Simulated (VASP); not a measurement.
# TaSi2 (P1) in VASP: further runs, part 3 of 3

VASP 6.6.1. The steps go on from the part before.

### 6 Single point, PBE

Contents of INCAR:

```
SYSTEM = TaSi2
PREC     = Accurate       ! precision mode
ENCUT    = 520            ! plane-wave cutoff, eV
EDIFF    = 1E-6           ! SCF threshold, eV
ISMEAR   = -1             ! smearing method
SIGMA    = 0.24           ! smearing width, eV
LREAL    = Auto         
LASPH    = .TRUE.         ! aspherical terms in the spheres
NELM     = 80             ! most SCF steps
ALGO     = Normal         ! electronic algorithm
ISIF     = 2              ! what is computed and relaxed
LWAVE    = .FALSE.        ! write WAVECAR
LCHARG   = .FALSE.        ! write CHGCAR
GGA      = PE             ! functional
NBANDS   = 138            ! bands
LUSENCCL = .FALSE.
```

Contents of KPOINTS:

```
regular mesh
0
G
  2 2 2
  0 0 0
```

Contents of POSCAR:

```
TaSi2
1.0
   -2.4291870000      4.2074760000      6.6716260000
    4.8583750000      0.0000000000      6.6716260000
    4.8583750000      8.4149520000      0.0000000000
Ta Si
12 24
Direct
    0.0092855509      0.5109024812     -0.0080890221
    0.4396360108      0.4064395936      0.0475513153
    0.3276568580      0.8417881919      0.0927505747
    0.0132064967      0.4922474960      0.4921518247
    0.4189271754      0.4234162054      0.5314200204
    0.3534245850      0.8387435611      0.5817590571
    0.5032924424      0.0112597822      0.2453263105
    0.9324677195      0.9236165394      0.2831940633
    0.8510582068      0.3398208982      0.3312428901
    0.5060890952     -0.0038127386      0.7573949653
    0.9389495625      0.9147964359      0.7839370029
    0.8221102520      0.3443370279      0.8260048121
    0.3194449044      0.1811227233      0.9983233691
    0.0964594142      0.7585495446      0.0326857871
    0.1585445385      0.0316189989      0.3406112904
    0.1647682932      0.3563640365      0.2498577961
    0.7778383261      0.0737531750      0.0341254366
   -0.0076678918      0.1914012126      0.0844880007
    0.3381820846      0.1684410384      0.4953215414
    0.0975801634      0.7736916974      0.5204942113
    0.1644381736      0.0140190721      0.8496341193
    0.1876559871      0.3191470022      0.7529504551
    0.7581486320      0.0887513591      0.5350960798
    0.0373127172      0.1550691699      0.5683701627
    0.8367740206      0.6926732236      0.2297093781
    0.5919954093      0.2477549005      0.3093176911
    0.6700939108      0.4929359113      0.6052673803
    0.6967071301      0.8232971387      0.5078129348
    0.2408362841      0.5791886993      0.2955557102
    0.5237314625      0.6606424817      0.3351311381
    0.8496964646      0.6693784956      0.7375469899
    0.5824750278      0.2351367508      0.8073189603
    0.6261931161      0.5404340300      0.1018671874
    0.6788487137      0.8409457112      0.0057469525
    0.2599376963      0.5827204503      0.7805413960
    0.5112546007      0.6601090219      0.8371062054
```

Potentials or basis: VASP PAW PBE potentials, release 64 (Ta_pv, Si).

Command:

```sh
$ cat potpaw_PBE.64/Ta_pv/POTCAR potpaw_PBE.64/Si/POTCAR > POTCAR
$ mpirun -np 1 vasp_std > vasp.out
```

It took 2 min on 1 × NVIDIA H100 80GB with 1 thread of AMD EPYC 7R13 (Zen 3), shared host; peak memory 1.7 GiB.

It converged, with:

```
Free energy            : -287.1203 eV
Pressure               : -3.1 GPa
Largest force          : 3.104 eV/Å
Band gap on the k mesh : zero (bands 114 and 115 overlap by 0.37 eV)
```

Forces in eV/Å, atoms in the order of the input:
```
Ta   0.695 -0.009 -0.461
Ta   0.321 -1.492 -0.972
Ta   0.257 -0.215  1.031
Ta   2.083  0.753 -0.258
Ta   0.538  1.532  0.012
Ta  -0.137  0.004 -0.858
Ta  -0.283  0.258  0.070
Ta   0.674  0.293 -0.696
Ta   1.176 -0.690 -0.548
Ta  -0.636 -0.695  0.251
Ta   0.716 -0.209 -0.336
Ta  -1.045  2.736  1.028
Si  -0.281  0.396  0.265
Si  -0.031 -0.061 -0.441
Si  -1.602 -0.099  0.187
Si  -1.344  0.132  0.075
Si   0.694  0.109 -0.046
Si  -0.550 -0.344 -0.350
Si  -0.079  0.053  0.755
Si  -0.044  0.713 -0.989
Si  -0.386 -0.404 -0.099
Si   0.692 -0.607  0.126
Si   0.087  0.800 -0.137
Si   1.340  0.070 -1.114
Si  -0.147  0.477 -0.780
Si  -0.439 -1.387  0.084
Si  -0.205 -1.556  0.152
Si   0.197 -0.451 -0.310
Si  -0.723  0.185  2.172
Si   0.642 -0.427  0.335
Si   0.220  0.091 -0.117
Si   0.127 -0.565  0.917
Si  -2.122  1.360  0.944
Si  -0.324 -0.580 -0.432
Si  -0.183  0.480  0.270
Si   0.102 -0.648  0.273
```

Stress tensor (GPa, compression positive):
```
-2.83 -0.03  0.42
-0.03 -3.10 -0.20
 0.42 -0.20 -3.43
```

Levels at points of the mesh, in eV from the Fermi level:
```tsv
k point	band 113	band 114	band 115	band 116	band 117	band 118
(0.00, 0.00, 0.00)	-0.40	-0.20	0.25	0.33	0.56	0.77
(0.50, 0.00, 0.00)	-0.30	-0.21	-0.13	0.10	0.50	0.65
(0.00, 0.50, 0.00)	-0.23	-0.15	-0.10	0.01	0.48	0.61
(0.50, 0.50, 0.00)	-0.10	0.14	0.19	0.65	0.74	0.82
(0.00, 0.00, 0.50)	-0.22	-0.11	-0.07	0.15	0.61	0.79
(0.50, 0.00, 0.50)	-0.43	-0.26	-0.07	0.20	0.22	0.31
(0.00, 0.50, 0.50)	-0.42	-0.34	-0.02	0.21	0.29	0.51
(0.50, 0.50, 0.50)	0.15	0.24	0.33	0.39	0.47	0.68
```

Caveat: the k points lie up to 0.44 Å⁻¹ apart; the atoms stand as in a frame of molecular dynamics; spin-orbit coupling is left out, which moves the levels of the heavy elements; forces of over 1 eV/Å act on the atoms, so gaps and moduli don't describe the material at rest.

### 7 Single point, PBE

Contents of INCAR:

```
SYSTEM = TaSi2
PREC = Accurate
ENCUT = 520
EDIFF = 1E-6
ISMEAR = -1
SIGMA = 0.24
LREAL = Auto
LASPH = .True.
NELM = 80
ALGO = Normal
ISIF = 2
LWAVE = .False.
LCHARG = .False.
GGA = PE
NBANDS = 138
LUSENCCL = .False.
```

Contents of KPOINTS:

```
Automatic mesh
0
Gamma
  2 2 2
  0 0 0
```

Contents of POSCAR:

```
TaSi2
1.0
   -2.4291870000      4.2074760000      6.6716260000
    4.8583750000      0.0000000000      6.6716260000
    4.8583750000      8.4149520000      0.0000000000
Ta Si
12 24
Direct
   -0.0058500927      0.5127729927      0.0050522124
    0.4177618115      0.4198151150      0.0438834594
    0.3311732984      0.8421538636      0.0845514384
    0.0032706157      0.5135299364      0.5043093488
    0.4183477344      0.4347276629      0.5463503473
    0.3406867255      0.8224180408      0.5933211240
    0.5029924120      0.0026114692      0.2587027826
    0.9125460553      0.9242325651      0.2955672681
    0.8344424964      0.3397090523      0.3295922809
    0.4988876821      0.0145703565      0.7483990462
    0.9039807067      0.9336822559      0.7982009728
    0.8370886805      0.3380671211      0.8360795721
    0.3232582486      0.1892255148      0.9981992384
    0.0917548931      0.7517426291      0.0422038640
    0.1651017235      0.0134454552      0.3397926050
    0.1755302624      0.3415850555      0.2559801451
    0.7565264167      0.0889346449      0.0505449417
   -0.0170603597      0.1832717151      0.0855953847
    0.3225302420      0.1780673634      0.5012104344
    0.0683330907      0.7608051134      0.5637928964
    0.1576645660      0.0042300007      0.8520226999
    0.1691345642      0.3418653030      0.7610465728
    0.7646579131      0.0952823773      0.5420494594
    0.0071241269      0.1664317649      0.5711411553
    0.8273369940      0.6695844461      0.2446834460
    0.5677918708      0.2706094425      0.3014074626
    0.6683843666      0.5035338434      0.5841612428
    0.6667711659      0.8368353012      0.4901128755
    0.2565364792      0.5962391410      0.2988286708
    0.5149946983      0.6583174747      0.3307413003
    0.8131280722      0.6853821860      0.7581128391
    0.5685252374      0.2793939955      0.7909544473
    0.6540328106      0.5183500538      0.0937821923
    0.6610901906      0.8443449163      0.0050361415
    0.2415409760      0.5938925450      0.8029424458
    0.5060290739      0.6860491391      0.8239494196
```

Command:

```sh
$ cat potpaw_PBE.64/Ta_pv/POTCAR potpaw_PBE.64/Si/POTCAR > POTCAR
$ mpirun -np 1 vasp_std > vasp.out
```

Wall time 1.9 min (1 × NVIDIA H100 80GB with 1 thread of AMD EPYC 7R13 (Zen 3), shared host); peak memory 1.7 GiB.

Results (log left out):

* Free energy: -288.4991 eV
* Pressure: -4.1 GPa
* Largest force: 2.161 eV/Å
* Band gap on the k mesh: zero (bands 114 and 115 overlap by 0.35 eV)

Forces on the atoms (eV/Å):
```
Ta  -0.259 -0.255 -0.395
Ta   0.587  0.245  1.013
Ta   0.436  0.230  0.342
Ta  -0.359 -0.205 -0.839
Ta  -0.227 -0.538 -1.551
Ta   1.032 -1.612  1.004
Ta   0.069 -0.846  0.106
Ta  -0.339  0.282  0.480
Ta   0.104  0.680  0.199
Ta   0.490  0.016  0.045
Ta  -0.478  0.126  0.532
Ta   0.498 -0.468 -0.051
Si  -0.623 -0.052 -0.720
Si   0.913 -0.060 -0.338
Si  -0.299  0.057 -0.287
Si   0.277  0.176 -0.381
Si  -0.230 -0.363 -0.528
Si  -0.832  0.385  0.415
Si  -0.126  0.388  0.313
Si  -0.266 -0.756  0.408
Si  -0.012 -0.389  0.679
Si  -0.149 -0.181 -0.121
Si  -0.097 -0.094 -1.404
Si   0.572  0.724  0.308
Si   0.358  0.103  1.106
Si  -0.356 -0.207 -0.212
Si   0.296  0.779  0.806
Si   0.580  1.292 -0.012
Si  -0.111 -0.146 -0.531
Si   0.820 -0.529  0.327
Si  -0.818 -0.045  0.461
Si  -0.270  0.502 -0.226
Si  -0.389 -0.220 -0.057
Si   0.179  0.402  0.241
Si  -0.659  0.151  0.228
Si  -0.315  0.423 -1.358
```

Stress tensor (GPa, compression positive):
```
-4.53 -0.01 -0.53
-0.01 -3.93  0.14
-0.53  0.14 -3.88
```

Levels at points of the mesh, in eV from the Fermi level:
```csv
k point,band 111,band 112,band 113,band 114,band 115,band 116,band 117,band 118
"(0.00, 0.00, 0.00)",-0.76,-0.52,-0.41,-0.25,0.13,0.23,0.66,0.72
"(0.50, 0.00, 0.00)",-0.66,-0.36,-0.27,-0.25,-0.04,0.03,0.48,0.59
"(0.00, 0.50, 0.00)",-0.65,-0.40,-0.30,-0.20,-0.05,0.12,0.49,0.56
"(0.50, 0.50, 0.00)",-0.33,-0.08,0.00,0.20,0.28,0.73,0.79,0.80
"(0.00, 0.00, 0.50)",-0.71,-0.60,-0.23,-0.17,-0.08,-0.06,0.54,0.66
"(0.50, 0.00, 0.50)",-1.08,-0.91,-0.40,-0.32,0.07,0.16,0.21,0.26
"(0.00, 0.50, 0.50)",-0.97,-0.94,-0.39,-0.32,-0.03,0.07,0.17,0.25
"(0.50, 0.50, 0.50)",0.14,0.20,0.20,0.28,0.30,0.40,0.60,0.62
```

Caveat: the k points lie up to 0.44 Å⁻¹ apart; the atoms stand as in a frame of molecular dynamics; spin-orbit coupling is left out, which moves the levels of the heavy elements; forces of over 1 eV/Å act on the atoms, so gaps and moduli don't describe the material at rest.

### 8 Overview

| cell | gap on the mesh (eV) | pressure (GPa) | largest force (eV/Å) |
| --- | --- | --- | --- |
| as given, atomic positions A | none | 3.7 | 5.01 |
| as given, atomic positions B | none | 3.3 | 5.85 |
| as given, atomic positions C | none | 5.8 | 4.76 |
| as given, atomic positions D | none | 1.2 | 7.40 |
| as given, atomic positions E | none | -3.1 | 3.10 |
| as given, atomic positions F | none | -4.1 | 2.16 |

Alike in all rows: task single point; level PBE; potentials or basis VASP PAW PBE potentials, release 64 (Ta_pv, Si); no spin polarisation; k mesh 2 × 2 × 2; cutoff (eV) 520; smearing fermi-dirac 0.24 eV.

Caveats: all runs use coarse meshes; spin-orbit coupling is left out, which moves the levels of the heavy elements; forces of over 1 eV/Å act on the atoms, so gaps and moduli don't describe the material at rest; the atoms stand as in a frame of molecular dynamics (at least some runs).

Total energies depend on the potentials used, so only differences within one code and one set of settings carry meaning.
